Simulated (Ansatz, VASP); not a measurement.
NaC4 in VASP and in Ansatz

```
CELL_PARAMETERS angstrom
2.53302 0.00000 0.00000
0.00000 4.68690 0.00000
0.00000 0.00000 4.32427
ATOMIC_POSITIONS crystal
Na 0.00000 0.50000 0.00000
C 0.00000 0.00000 0.33490
C 0.50000 0.00000 0.83256
C 0.50000 0.00000 0.16744
C 0.00000 0.00000 0.66510
```

Alike in both runs: functional PBE; k mesh 8 × 6 × 4; occupations gaussian, width 0.1 eV; no spin polarisation.

Ansatz relaxed the structure, and its values are those at the end. VASP's run is a single point on that final structure, the one shown.

|  | VASP | Ansatz |
| --- | --- | --- |
| version | VASP 6.6.1 | Ansatz 0.2.0 |
| potentials or method | VASP PAW PBE potentials, release 64 (Na_pv, C), cutoff 520 eV | scalar-relativistic, plane waves, PAW |
| valence electrons in the cell | 23 | 25 |

VASP gave:

```
gap on the k mesh at the Fermi level (eV) : none
pressure (GPa)                            : 0.3
rms of the force components (eV/Å)        : 0.009
```

Task: Which values does Ansatz return?

Result: gap on the k mesh at the Fermi level (eV): none; pressure (GPa): 0.0; rms of the force components (eV/Å): 0.011.

A gap of «none» marks a metal or a gap that the smearing closes. The functional is the same, so the differences come from potentials, cutoffs and numerics. VASP's potentials hold 23 valence electrons a cell and Ansatz's 25, so a difference there can come from the potentials and not from the codes.

The k mesh is coarse, so the values compare programs but aren't converged.
